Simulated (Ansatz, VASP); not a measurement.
WSe2 in VASP and in Ansatz

```
W Se
1.0
     5.17570    0.00000    0.00000
    -2.58785    4.48229    0.00000
     0.00000    0.00000    8.29623
W Se
2 4
Cartesian
  0.0000 2.9882 8.0013
  2.5879 1.4941 8.0013
  0.0000 0.0000 7.1253
  2.5879 0.0000 1.7774
  -1.2939 2.2411 1.7774
  1.2939 2.2411 1.7774
```

Alike in both runs: functional PBE; k mesh 6 × 6 × 2; occupations gaussian, width 0.1 eV; no spin polarisation.

Ansatz relaxed the structure, and its values are those at the end. VASP's run is a single point on that final structure, the one shown.

|  | VASP | Ansatz |
| --- | --- | --- |
| version | VASP 6.6.1 | Ansatz 0.2.0 |
| potentials or method | VASP PAW PBE potentials, release 64 (W_sv, Se), cutoff 520 eV | scalar-relativistic, plane waves, PAW |
| valence electrons in the cell | 52 | 92 |

Ansatz gave:

```
gap on the k mesh at the Fermi level (eV) : none
pressure (GPa)                            : 0.1
rms of the force components (eV/Å)        : 0.006
```

**Question.** Which values does VASP return?

**Answer.** gap on the k mesh at the Fermi level (eV): none; pressure (GPa): 0.2; rms of the force components (eV/Å): 0.015.

A gap of «none» marks a metal or a gap that the smearing closes. VASP's potentials hold 52 valence electrons a cell and Ansatz's 92, so a difference there can come from the potentials and not from the codes.

The k mesh is coarse, so the values compare programs but aren't converged. Neither program's run includes spin-orbit coupling.
